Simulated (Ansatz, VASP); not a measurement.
## Al in VASP and in Ansatz

```xyz
2
Lattice="2.8501 0.0000 0.0000 -1.4250 2.4682 0.0000 0.0000 0.0000 4.6373" Properties=species:S:1:pos:R:3 pbc="T T T"
Al    1.4250    0.8227    3.4780
Al    0.0000    1.6455    1.1593
```

Alike in both runs: functional PBEsol; k mesh 18 × 18 × 10; occupations gaussian, width 0.1 eV; no spin polarisation.

Ansatz relaxed the structure, and its values are those at the end. VASP's run is a single point on that final structure, the one shown.

|  | VASP | Ansatz |
| --- | --- | --- |
| version | VASP 6.6.1 | Ansatz 0.2.0 |
| potentials or method | VASP PAW PBE potentials, release 64 (Al), cutoff 520 eV | scalar-relativistic, plane waves, PAW |
| valence electrons in the cell | 6 | 6 |

Ansatz gave:

| Item | Value |
| --- | --- |
| gap on the k mesh at the Fermi level (eV) | none |
| pressure (GPa) | 0.0 |

Question: What did VASP give for the same quantities?

Answer: gap on the k mesh at the Fermi level (eV): none; pressure (GPa): 0.1.

VASP's potentials were made for PBE, not for PBEsol. A gap of «none» marks a metal or a gap that the smearing closes.
